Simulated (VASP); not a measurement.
Crystal: BaS.

```
Ba S
1.0
     0.00000    3.19375    3.19375
     3.19375    0.00000    3.19375
     3.19375    3.19375    0.00000
Ba S
1 1
Direct
  0.00000 0.00000 0.00000
  0.50000 0.50000 0.50000
```

Base run:

| Quantity | Value |
| --- | --- |
| Program | VASP 6.6.1 |
| Functional | PBE |
| Potentials or basis | VASP PAW PBE potentials, release 64 (Ba_sv, S) |
| Cutoff | 520 eV |
| k mesh | 7 × 7 × 7 |
| Occupations | fermi-dirac, width 0.01 eV |
| Spin | no spin polarisation |

Its results: band gap on the k mesh 2.17 eV (least direct gap 2.31 eV); pressure 1.4 GPa.

Task: The run is repeated on the same cell with these changes: functional from PBE to PBEsol. What comes out?

Result: Band gap on the k mesh 2.04 eV (least direct gap 2.19 eV); pressure -0.5 GPa.

PBEsol binds more tightly than PBE, so the same cell stands under less pressure.

Caveats: spin-orbit coupling is left out, which moves the levels of the heavy elements; an odd mesh through Γ misses points on the zone boundary, where band edges can lie; the PAW data sets were made with another functional, which shifts forces and pressure a little (at least some runs).
